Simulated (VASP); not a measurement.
# Al12H in VASP: further runs

The runs below take Al12H through single point, with LDA.

Everything below comes from runs of VASP 6.6.1. Logs are shortened: lines on timing, memory, paths and dates and some standing lists are left out, and cuts for length are marked.

**1. The cell of the first run**

The cell holds a slab with vacuum, 13 atoms: a = 5.634 Å, b = 5.634 Å, c = 20.032 Å, α = 90.00°, β = 90.00°, γ = 120.00°.

**2. Single point, LDA**

The input, INCAR:

```
SYSTEM = Al12H
PREC     = Accurate       ! precision mode
ENCUT    = 520            ! plane-wave cutoff, eV
EDIFF    = 1E-7           ! SCF threshold, eV
ISMEAR   = 0              ! smearing method
SIGMA    = 0.1            ! smearing width, eV
LREAL    = .FALSE.        ! projectors in reciprocal space
LASPH    = .TRUE.         ! aspherical terms in the spheres
NELM     = 80             ! most SCF steps
ALGO     = Normal         ! electronic algorithm
ISIF     = 2              ! what is computed and relaxed
LWAVE    = .FALSE.        ! write WAVECAR
LCHARG   = .TRUE.         ! write CHGCAR
LDIPOL   = .TRUE.       
IDIPOL   = 3            
DIPOL    = 0.5 0.5 0.326
GGA      = CA             ! functional
LELF     = .TRUE.         ! ELF
LVHAR    = .TRUE.       
LVACPOTAV= .TRUE.       
NBANDS   = 30             ! bands
```

The input, KPOINTS:

```
regular mesh
0
G
  6 6 1
  0 0 0
```

The input, POSCAR:

```
Al12H
1.0
    5.6336864728      0.0000000000      0.0000000000
   -2.8168432364      4.8789156024      0.0000000000
    0.0000000000      0.0000000000     20.0321727773
Al H
12 1
Direct
    0.3333333333      0.1666666667      0.1996787889
    0.3333333333      0.6666666666      0.1996787889
    0.8333333333      0.1666666667      0.1996787889
    0.8333333333      0.6666666667      0.1996787889
    0.1666666667      0.3333333334      0.3128097090
    0.1666666667      0.8333333334      0.3128097090
    0.6666666667      0.3333333333      0.3128097090
    0.6666666667      0.8333333333      0.3128097090
    0.0000000000      0.0000000000      0.4259234818
    0.0000000000      0.5000000000      0.4259234818
    0.5000000000      0.0000000000      0.4259234818
    0.5000000000      0.5000000000      0.4259234818
    0.0000000000      0.2500000000      0.4823637041
```

Potentials or basis: VASP PAW LDA potentials, release 64 (Al, H).

Run with:

```bash
$ cat potpaw_LDA.64/Al/POTCAR potpaw_LDA.64/H/POTCAR > POTCAR
$ mpirun -np 1 vasp_std > vasp.out
```

OUTCAR:

```text
SYSTEM = Al12H
   PREC = Accurate
   ENCUT = 520
   EDIFF = 1E-7
   ISMEAR = 0
   LREAL = .FALSE.
   LASPH = .TRUE.
   NELM = 80
   ISIF = 2
   GGA = CA

 ion  position               nearest neighbor table
   1  0.333  0.167  0.200-   6 2.79   5 2.79   7 2.79   2 2.82   4 2.82   4 2.82   3 2.82   3 2.82
                             2 2.82
   2  0.333  0.667  0.200-   5 2.79   6 2.79   8 2.79   1 2.82   3 2.82   4 2.82   3 2.82   4 2.82
                             1 2.82
   3  0.833  0.167  0.200-   7 2.79   8 2.79   5 2.79   2 2.82   4 2.82   4 2.82   1 2.82   1 2.82
                             2 2.82
   4  0.833  0.667  0.200-   8 2.79   7 2.79   6 2.79   2 2.82   1 2.82   3 2.82   3 2.82   1 2.82
                             2 2.82
   5  0.167  0.333  0.313-  12 2.79  10 2.79   9 2.79   2 2.79   1 2.79   3 2.79   8 2.82   7 2.82
                             6 2.82   6 2.82   8 2.82   7 2.82
   6  0.167  0.833  0.313-  11 2.79   9 2.79  10 2.79   1 2.79   2 2.79   4 2.79   7 2.82   8 2.82
                             5 2.82   5 2.82   7 2.82   8 2.82
   7  0.667  0.333  0.313-  11 2.79  10 2.79  12 2.79   3 2.79   4 2.79   1 2.79   6 2.82   5 2.82
                             8 2.82   8 2.82   6 2.82   5 2.82
   8  0.667  0.833  0.313-  12 2.79   9 2.79  11 2.79   4 2.79   3 2.79   2 2.79   5 2.82   6 2.82
                             7 2.82   7 2.82   5 2.82   6 2.82
   9  0.000  0.000  0.426-  13 1.81   8 2.79   6 2.79   5 2.79  12 2.82  10 2.82  10 2.82  12 2.82
                            11 2.82  11 2.82
  10  0.000  0.500  0.426-  13 1.81   7 2.79   5 2.79   6 2.79  11 2.82   9 2.82   9 2.82  11 2.82
                            12 2.82  12 2.82
  11  0.500  0.000  0.426-   7 2.79   6 2.79   8 2.79  10 2.82  12 2.82  12 2.82  10 2.82   9 2.82
                             9 2.82
  12  0.500  0.500  0.426-   8 2.79   5 2.79   7 2.79   9 2.82  11 2.82  11 2.82   9 2.82  10 2.82
                            10 2.82
  13  0.000  0.250  0.482-   9 1.81  10 1.81

  LATTYP: Found a hexagonal cell.
 ALAT       =     5.6336864728
 C/A-ratio  =     3.5557840987

  Lattice vectors:

 A1 = (   5.6336864728,   0.0000000000,   0.0000000000)
 A2 = (  -2.8168432364,   4.8789156024,   0.0000000000)
 A3 = (   0.0000000000,   0.0000000000,  20.0321727773)

Analysis of symmetry for initial positions (statically):
=====================================================================
 Subroutine PRICEL returns:
 Original cell was already a primitive cell.

 Routine SETGRP: Setting up the symmetry group for a
 hexagonal supercell.

 Subroutine GETGRP returns: Found  2 space group operations
 (whereof  1 operations were pure point group operations)
 out of a pool of 24 trial point group operations.

The static configuration has the point symmetry C_1 .
 The point group associated with its full space group is C_1h.

Analysis of symmetry for dynamics (positions and initial velocities):
=====================================================================
 Subroutine PRICEL returns:
 Original cell was already a primitive cell.

 Routine SETGRP: Setting up the symmetry group for a
 hexagonal supercell.

 Subroutine GETGRP returns: Found  2 space group operations
 (whereof  1 operations were pure point group operations)
 out of a pool of 24 trial point group operations.

The dynamic configuration has the point symmetry C_1 .
 The point group associated with its full space group is C_1h.

 Subroutine INISYM returns: Found  2 space group operations
 (whereof  1 operations are pure point group operations),
 and found     1 'primitive' translations

----------------------------------------------------------------------------------------

                                     Primitive cell

  volume of cell :     550.6099

  direct lattice vectors                    reciprocal lattice vectors
     5.633686473  0.000000000  0.000000000     0.177503666  0.102481789  0.000000000
    -2.816843236  4.878915602  0.000000000     0.000000000  0.204963578  0.000000000
     0.000000000  0.000000000 20.032172777     0.000000000  0.000000000  0.049919697

  length of vectors
     5.633686473  5.633686473 20.032172777     0.204963578  0.204963578  0.049919697

  position of ions in fractional coordinates (direct lattice)
     0.333333333  0.166666667  0.199678789
     0.333333333  0.666666667  0.199678789
     0.833333333  0.166666667  0.199678789
     0.833333333  0.666666667  0.199678789
     0.166666667  0.333333333  0.312809709
     0.166666667  0.833333333  0.312809709
     0.666666667  0.333333333  0.312809709
[... 53 lines left out ...]
  0.000000  0.166667  0.000000      4.000000
  0.333333  0.000000  0.000000      2.000000
  0.000000  0.333333  0.000000      4.000000
  0.500000  0.000000  0.000000      1.000000
  0.000000  0.500000  0.000000      2.000000
  0.166667  0.166667  0.000000      4.000000
 -0.166667  0.333333  0.000000      2.000000
  0.333333  0.166667  0.000000      4.000000
 -0.166667  0.500000  0.000000      4.000000
  0.500000  0.333333  0.000000      4.000000
  0.333333  0.333333  0.000000      2.000000
   k-points           NKPTS =     13   k-points in BZ     NKDIM =     13   number of bands    NBANDS=     30
   number of dos      NEDOS =    301   number of ions     NIONS =     13
   total plane-waves  NPLWV = 264600
   dimension x,y,z NGX =    42 NGY =   42 NGZ =  150
   dimension x,y,z NGXF=    84 NGYF=   84 NGZF=  300
   ions per type =              12   1
   NGX,Y,Z   is equivalent  to a cutoff of  12.39, 12.39, 12.45 a.u.
   NGXF,Y,Z  is equivalent  to a cutoff of  24.79, 24.79, 24.90 a.u.
 SYSTEM =  Al12H
   PREC   = accura    normal or accurate (medium, high low for compatibility)
   ISTART =      0    job   : 0-new  1-cont  2-samecut
   ICHARG =      2    charge: 1-file 2-atom 10-const
   ISPIN  =      1    spin polarized calculation?
   LNONCOLLINEAR =      F non collinear calculations
   LSORBIT =      F    spin-orbit coupling
   LASPH  =      T    aspherical Exc in radial PAW
   ENCUT  =  520.0 eV  38.22 Ry    6.18 a.u.  10.47 10.47 37.25*2*pi/ulx,y,z
   NELM   =     80;   NELMIN=  2; NELMDL= -5     # of ELM steps
   EDIFF  = 0.1E-06   stopping-criterion for ELM
   LREAL  =      F    real-space projection
   EDIFFG = 0.1E-05   stopping-criterion for IOM
   NSW    =      0    number of steps for IOM
   IBRION =     -1    ionic relax: 0-MD 1-quasi-New 2-CG
   NFREE  =      0    steps in history (QN), initial steepest desc. (CG)
   ISIF   =      2    stress and relaxation
   ISYM   =      2    0-nonsym 1-usesym 2-fastsym
   POTIM  = 0.5000    time-step for ionic-motion
   TEBEG  =    0.0;   TEEND  =   0.0 temperature during run
   PSTRESS=    0.0 pullay stress
   NELECT =      37.0000    total number of electrons
   NUPDOWN=      -1.0000    fix difference up-down
   EMIN   =  10.00;   EMAX   =-10.00  energy-range for DOS
   EFERMI =   0.00;   METHOD = LEGACY
   ISMEAR =     0;   SIGMA  =   0.10  broadening in eV -4-tet -1-fermi 0-gaus
   EFERMI_NEDOS =   21; number of points for ismear=-14 and -15
   IALGO  =     38    algorithm
   IMIX   =      4    mixing-type and parameters
     AMIX     =   0.40;   BMIX     =  1.00
     AMIX_MAG =   1.60;   BMIX_MAG =  1.00
  volume/ion in A,a.u.               =      42.35       285.82
  Fermi-wavevector in a.u.,A,eV,Ry     =   0.665570  1.257746  6.027164  0.442984
  Thomas-Fermi vector in A             =   1.739606
   LORBIT       =      0    0 simple, 1 ext, 2 COOP (PROOUT), +10 PAW based schemes
   GGA     = CA    functional components
   LHFCALC =     F    Hartree Fock is set to
   AEXX    =    0.0000 exact exchange contribution
   IVDW    =     0    specifies the selected vdW correction
   LEPSILON=     F    determine dielectric tensor
   LRPA    =     F    only Hartree local field effects (RPA)
 non-spin polarized calculation
 Gauss-broadening in eV      SIGMA  =   0.10
  energy-cutoff  :      520.00
  volume of cell :      550.61
 maximum number of plane-waves:     14919
 NGX is ok and might be reduce to    42
   NGX = 21   NGY = 21   NGZ = 75

 dipolmoment           0.000000      0.000000     -0.134424 electrons x Angstroem

 number of electron      37.0000001 magnetization

 dipolmoment           0.000000      0.000000      0.004020 electrons x Angstroem

 Free energy of the ion-electron system (eV)
  ---------------------------------------------------
  ext. energy  EPLUGINS =         0.00000000
  ---------------------------------------------------
  free energy    TOTEN  =       -50.18356394 eV

  energy without entropy =      -50.16523899  energy(sigma->0) =      -50.17440146

 E-fermi :   0.2295     XC(G=0):  -4.5792

 val. band max:        0.2203745290   @ k =   0.1667   0.1667   0.0000
 cond. band min:       0.2912163573   @ k =  -0.1667   0.3333   0.0000
 fundamental gap:      0.0708418283
 Fermi energy:         0.2294771567

 k-point     1 :       0.0000    0.0000    0.0000
  band No.  band energies     occupation
      1     -10.6733      2.00000
      2      -9.0677      2.00000
      3      -6.6855      2.00000
      4      -5.0283      2.00000
      5      -4.6264      2.00000
      6      -4.6141      2.00000
[... 418 lines left out ...]
     29       3.5756      0.00000
     30       3.6157      0.00000

------------------------ aborting loop because EDIFF is reached ----------------------------------------

  FORCE on cell =-STRESS in cart. coord.  units (eV):
  Direction    XX          YY          ZZ          XY          YZ          ZX
  --------------------------------------------------------------------------------------
  -------------------------------------------------------------------------------------
  Total       -2.2993481     -2.4651235      1.0691551      0.1435657     -0.2024851     -0.3507144
  in kB       -6.6906956     -7.1730725      3.1110518      0.4177507     -0.5891957     -1.0205169
  external PRESSURE =      -3.5842387 kB  Pullay stress =       0.0000000 kB

 VOLUME and BASIS-vectors are now :
 -----------------------------------------------------------------------------
  energy-cutoff  :      520.00
  volume of cell :      550.61
      direct lattice vectors                 reciprocal lattice vectors
     5.633686473  0.000000000  0.000000000     0.177503666  0.102481789  0.000000000
    -2.816843236  4.878915602  0.000000000     0.000000000  0.204963578  0.000000000
     0.000000000  0.000000000 20.032172777     0.000000000  0.000000000  0.049919697

 POSITION                                       TOTAL-FORCE (eV/Angst)
 -----------------------------------------------------------------------------------
      1.40842      0.81315      4.00000         0.058871      0.039122     -0.104317
     -0.00000      3.25261      4.00000         0.063317      0.031423     -0.104317
      4.22526      0.81315      4.00000        -0.095149     -0.054934     -0.000217
      2.81684      3.25261      4.00000        -0.051583     -0.029781     -0.146240
      0.00000      1.62631      6.26626         0.001960      0.001132      0.276849
     -1.40842      4.06576      6.26626         0.069451      0.040098     -0.085391
      2.81684      1.62631      6.26626         0.018431      0.056741      0.018815
      1.40842      4.06576      6.26626         0.058355     -0.012408      0.018815
      0.00000      0.00000      8.53217         0.192332     -0.110757      0.117515
     -1.40842      2.43946      8.53217         0.000248      0.221943      0.117515
      2.81684      0.00000      8.53217        -0.438510     -0.253174     -0.096539
      1.40842      2.43946      8.53217         0.233715      0.134936     -0.009607
     -0.70421      1.21973      9.66279        -0.111439     -0.064340     -0.002882
 -----------------------------------------------------------------------------------
    total drift:                                0.000053      0.000031     -0.000080

  FREE ENERGIE OF THE ION-ELECTRON SYSTEM (eV)
  ---------------------------------------------------
  free  energy   TOTEN  =       -50.1835639372 eV

  energy  without entropy=      -50.1652389892  energy(sigma->0) =      -50.17440146

 vacuum level on the upper side and lower side of the slab         4.356         4.329
```

Run time: 13 min. Hardware: 1 thread of Intel Xeon 8259CL, shared host; peak memory 0.51 GiB.

What came out:

```
Free energy            : -50.1836 eV
Largest force          : 0.515 eV/Å
Band gap on the k mesh : zero (an odd number of electrons rules out a gap without spin polarisation)
```

Forces on the atoms (eV/Å):
```
Al   0.059  0.039 -0.104
Al   0.063  0.031 -0.104
Al  -0.095 -0.055  0.000
Al  -0.052 -0.030 -0.146
Al   0.002  0.001  0.277
Al   0.069  0.040 -0.085
Al   0.018  0.057  0.019
Al   0.058 -0.012  0.019
Al   0.192 -0.111  0.118
Al   0.000  0.222  0.118
Al  -0.439 -0.253 -0.097
Al   0.234  0.135 -0.010
H   -0.111 -0.064 -0.003
```

Levels at points of the mesh, in eV from the Fermi level:
| k point | band 14 | band 15 | band 16 | band 17 | band 18 | band 19 | band 20 | band 21 | band 22 | band 23 |
| --- | --- | --- | --- | --- | --- | --- | --- | --- | --- | --- |
| (0.00, 0.00, 0.00) | -2.95 | -2.83 | -2.80 | -1.52 | -0.48 | -0.40 | -0.32 | -0.17 | -0.14 | 0.25 |
| (0.50, 0.00, 0.00) | -1.74 | -0.64 | -0.56 | -0.27 | -0.25 | 0.40 | 0.89 | 0.90 | 1.22 | 1.46 |
| (0.00, 0.50, 0.00) | -1.74 | -0.63 | -0.55 | -0.43 | -0.23 | 0.28 | 0.92 | 0.97 | 1.26 | 1.51 |

**3. Single point, LDA**

The input, INCAR:

```
SYSTEM = Al12H
  PREC = Accurate
  ENCUT = 520
  EDIFF = 1E-6
  ISMEAR = 0
  SIGMA = 0.1
  LREAL = .False.
  LASPH = .True.
  NELM = 60
  ALGO = Normal
  ISIF = 2
  LWAVE = .False.
  LCHARG = .False.
  LDIPOL = .True.
  IDIPOL = 3
  DIPOL = 0.5 0.5 0.327
  NBANDS = 30
```

The input, KPOINTS:

```
Automatic mesh
0
Gamma
  6 6 1
  0 0 0
```

The input, POSCAR:

```
Al12H
1.0
    5.6336864728      0.0000000000      0.0000000000
   -2.8168432364      4.8789156024      0.0000000000
    0.0000000000      0.0000000000     20.0321727773
Al H
12 1
Direct
    0.3333333334      0.1666666667      0.1996787889
    0.3333333334      0.6666666667      0.1996787889
    0.8333333334      0.1666666667      0.1996787889
    0.8333333333      0.6666666667      0.1996787889
    0.1666666667      0.3333333333      0.3128097090
    0.1666666667      0.8333333333      0.3128097090
    0.6666666666      0.3333333333      0.3128097090
    0.6666666667      0.8333333333      0.3128097090
    0.0000000000      0.0000000000      0.4259234818
    0.0000000000      0.5000000000      0.4259234818
    0.5000000000      0.0000000000      0.4259234818
    0.5000000000      0.5000000000      0.4259234818
    0.0833333334      0.1666666667      0.4976364090
```

Potentials or basis: VASP PAW LDA potentials, release 64 (Al, H).

Run with:

```bash
$ cat potpaw_LDA.64/Al/POTCAR potpaw_LDA.64/H/POTCAR > POTCAR
$ mpirun -np 1 vasp_std > vasp.out
```

Wall time 13 min (1 thread of Intel Xeon 8259CL, shared host); peak memory 0.51 GiB.

The run converged. Its results:

| Item | Value |
| --- | --- |
| Free energy | -50.0359 eV |
| Largest force | 0.387 eV/Å |
| Band gap on the k mesh | zero (an odd number of electrons rules out a gap without spin polarisation) |

Forces in eV/Å, atoms in the order of the input:
```
Al   0.097 -0.020 -0.082
Al   0.000  0.079 -0.060
Al  -0.097 -0.020 -0.082
Al   0.000 -0.030 -0.129
Al   0.000  0.108  0.272
Al   0.113 -0.073 -0.006
Al   0.000  0.127 -0.078
Al  -0.113 -0.073 -0.006
Al   0.000 -0.232  0.309
Al  -0.101  0.089 -0.012
Al   0.000 -0.059 -0.127
Al   0.101  0.089 -0.012
H    0.000  0.016  0.013
```

Levels at points of the mesh, in eV from the Fermi level:
| k point | band 15 | band 16 | band 17 | band 18 | band 19 | band 20 | band 21 | band 22 |
| --- | --- | --- | --- | --- | --- | --- | --- | --- |
| (0.00, 0.00, 0.00) | -2.84 | -2.81 | -1.67 | -0.43 | -0.37 | -0.32 | -0.16 | -0.15 |
| (0.50, 0.00, 0.00) | -0.61 | -0.58 | -0.45 | -0.25 | 0.10 | 0.92 | 0.98 | 1.26 |
| (0.00, 0.50, 0.00) | -0.58 | -0.58 | -0.30 | -0.27 | -0.10 | 0.89 | 0.92 | 1.28 |

**4. Single point, LDA**

The input, INCAR:

```
PREC = Accurate
ENCUT = 520
EDIFF = 1E-6
ISMEAR = 0
SIGMA = 0.1
LREAL = F
LASPH = T
NELM = 80
ALGO = Normal
ISIF = 2
LWAVE = F
LCHARG = F
LDIPOL = T
IDIPOL = 3
DIPOL = 0.5 0.5 0.327
NBANDS = 30
```

The input, KPOINTS:

```
regular mesh
0
Gamma
  6 6 1
```

The input, POSCAR:

```
Al12H
1.0
    5.6336864728      0.0000000000      0.0000000000
   -2.8168432364      4.8789156024      0.0000000000
    0.0000000000      0.0000000000     20.0321727773
Al H
12 1
Direct
    0.3333333333      0.1666666667      0.1996787889
    0.3333333333      0.6666666667      0.1996787889
    0.8333333333      0.1666666667      0.1996787889
    0.8333333333      0.6666666667      0.1996787889
    0.1666666667      0.3333333334      0.3128097090
    0.1666666667      0.8333333334      0.3128097090
    0.6666666667      0.3333333334      0.3128097090
    0.6666666667      0.8333333333      0.3128097090
    0.0000000000      0.0000000000      0.4259234818
    0.0000000000      0.5000000000      0.4259234818
    0.5000000000      0.0000000000      0.4259234818
    0.5000000000      0.5000000000      0.4259234818
    0.1666666667      0.0833333334      0.4973727151
```

Run with:

```bash
$ cat potpaw_LDA.64/Al/POTCAR potpaw_LDA.64/H/POTCAR > POTCAR
$ mpirun -np 1 vasp_std > vasp.out
```

Wall time 13 min (1 thread of Intel Xeon 8259CL, shared host); peak memory 0.51 GiB.

The run converged. Its results:

```
Free energy            : -50.0612 eV
Largest force          : 0.448 eV/Å
Band gap on the k mesh : zero (an odd number of electrons rules out a gap without spin polarisation)
```

Forces in eV/Å, atoms in the order of the input:
```
Al   0.043  0.025 -0.023
Al  -0.006 -0.004 -0.092
Al  -0.038  0.054 -0.132
Al   0.027 -0.060 -0.132
Al   0.009  0.073  0.177
Al   0.068 -0.029  0.177
Al   0.039  0.023 -0.042
Al  -0.140 -0.081 -0.057
Al  -0.331 -0.191  0.233
Al  -0.105 -0.061 -0.060
Al   0.242 -0.047 -0.031
Al   0.081  0.233 -0.031
H    0.111  0.064  0.012
```

Levels at points of the mesh, in eV from the Fermi level:
```csv
k point,band 15,band 16,band 17,band 18,band 19,band 20,band 21,band 22
"(0.00, 0.00, 0.00)",-2.85,-2.82,-1.66,-0.44,-0.40,-0.25,-0.22,-0.16
"(0.50, 0.00, 0.00)",-0.68,-0.59,-0.55,-0.26,0.16,0.91,1.06,1.23
"(0.00, 0.50, 0.00)",-0.66,-0.59,-0.38,-0.27,0.05,0.88,0.93,1.25
```

**5. Summary**

```tsv
cell	gap on the mesh (eV)	largest force (eV/Å)
as given, atomic positions A	none	0.52
as given, atomic positions B	none	0.39
as given, atomic positions C	none	0.45
```

Alike in all rows: task single point; level LDA; potentials or basis VASP PAW LDA potentials, release 64 (Al, H); no spin polarisation; k mesh 6 × 6 × 1; cutoff (eV) 520; smearing gaussian 0.1 eV.

Total energies depend on the potentials used, so only differences within one code and one set of settings carry meaning.

The gap in the log of VASP goes by the Fermi energy; the results here count the filled bands.